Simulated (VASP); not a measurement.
Crystal: NaB.

```
CELL_PARAMETERS angstrom
3.06000 0.00000 0.00000
0.00000 3.06000 0.00000
0.00000 0.00000 4.13100
ATOMIC_POSITIONS crystal
Na 0.00000 0.00000 0.00000
B 0.50000 0.50000 0.50000
```

- Program: VASP 6.6.1
- Task: relaxation of cell and atoms
- Functional: PBEsol
- Potentials or basis: VASP PAW PBE potentials, release 64 (Na_pv, B)
- Cutoff: 500 eV
- k mesh: 8 × 8 × 6
- Occupations: methfessel-paxton, width 0.05 eV
- Spin: no spin polarisation

At the start: pressure -7.0 GPa; volume 19.34 Å³/atom.

**Question.** Where does the relaxation end?

**Answer.** Over 13 steps the energy falls by 206.4 meV/atom and the volume is 12.82 Å³/atom (-33.7 %); space group P4/mmm (No. 123, to 0.05 Å).

Step by step:
```csv
step,energy change (eV),largest force (eV/Å),pressure (GPa),volume (Å³)
1,0.0000,0.0000,-7.02,38.68
2,-0.1837,0.0000,-5.53,34.13
3,-0.3026,0.0000,-1.61,29.39
4,-0.3099,0.0000,1.00,27.64
5,-0.3107,0.0000,0.27,28.08
6,-0.3430,0.0000,0.38,27.65
7,-0.3989,0.0000,0.84,26.18
8,-0.4030,0.0000,0.65,25.90
9,-0.4120,0.0000,0.74,25.30
10,-0.4118,0.0000,0.78,25.19
11,-0.4123,0.0000,-0.41,25.74
12,-0.4126,0.0000,0.07,25.54
13,-0.4128,0.0000,-0.02,25.64
```

Final structure:
```cif
data_structure
_symmetry_space_group_name_H-M 'P 1'
_symmetry_Int_Tables_number 1
_cell_length_a 2.4520
_cell_length_b 2.4520
_cell_length_c 4.2654
_cell_angle_alpha 90.000
_cell_angle_beta 90.000
_cell_angle_gamma 90.000
_cell_volume 25.64
loop_
_atom_site_label
_atom_site_type_symbol
_atom_site_fract_x
_atom_site_fract_y
_atom_site_fract_z
_atom_site_occupancy
Na1 Na 0.00000 0.00000 0.00000 1
B1 B 0.50000 0.50000 0.50000 1
```

Caveat: the volume moved by over 15 % at a fixed basis, so the end points are rough; the PAW data sets were made with another functional, which shifts forces and pressure a little.
